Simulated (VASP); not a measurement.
## TiB2: single point with PBE

Crystal: TiB2.

```xyz
3
Lattice="3.0259 0.0000 0.0000 -1.5130 2.6205 0.0000 0.0000 0.0000 3.2288" Properties=species:S:1:pos:R:3 pbc="T T T"
Ti    0.0000    0.0000    0.0000
B     0.0000    1.7470    1.6144
B     1.5130    0.8735    1.6144
```

```json
{
  "Program": "VASP 6.6.1",
  "Task": "single point",
  "Functional": "PBE",
  "Potentials or basis": "VASP PAW PBE potentials, release 64 (Ti_sv, B)",
  "Cutoff": "520 eV",
  "k mesh": "6 × 6 × 6",
  "Occupations": "gaussian, width 0.1 eV",
  "Spin": "no spin polarisation"
}
```

```json
{
 "Pressure": "1.3 GPa",
 "Band gap on the k mesh": "zero (bands 9 and 10 overlap by 0.40 eV)"
}
```

Stress tensor (GPa, compression positive):
```
 2.36  0.00  0.00
 0.00  2.36  0.00
 0.00  0.00 -0.81
```

Levels at points of the mesh, in eV from the Fermi level:
```csv
k point,band 6,band 7,band 8,band 9,band 10,band 11,band 12,band 13
"(0.00, 0.00, 0.00)",-2.36,-2.36,-2.11,-1.89,2.13,2.13,3.90,3.90
"(0.50, 0.00, 0.00)",-9.00,-3.03,-3.00,-2.03,1.57,3.00,3.46,3.60
"(0.00, 0.00, 0.50)",-7.38,-0.31,-0.31,0.06,0.06,0.69,0.69,1.85
"(0.50, 0.00, 0.50)",-7.33,-4.41,-3.58,-2.90,2.70,3.18,4.70,4.81
```

Run time: 15 s on 1 thread of Intel Xeon 8259CL, with other jobs on the host, peak memory 0.14 GiB.

Caveat: the k points lie up to 0.40 Å⁻¹ apart.
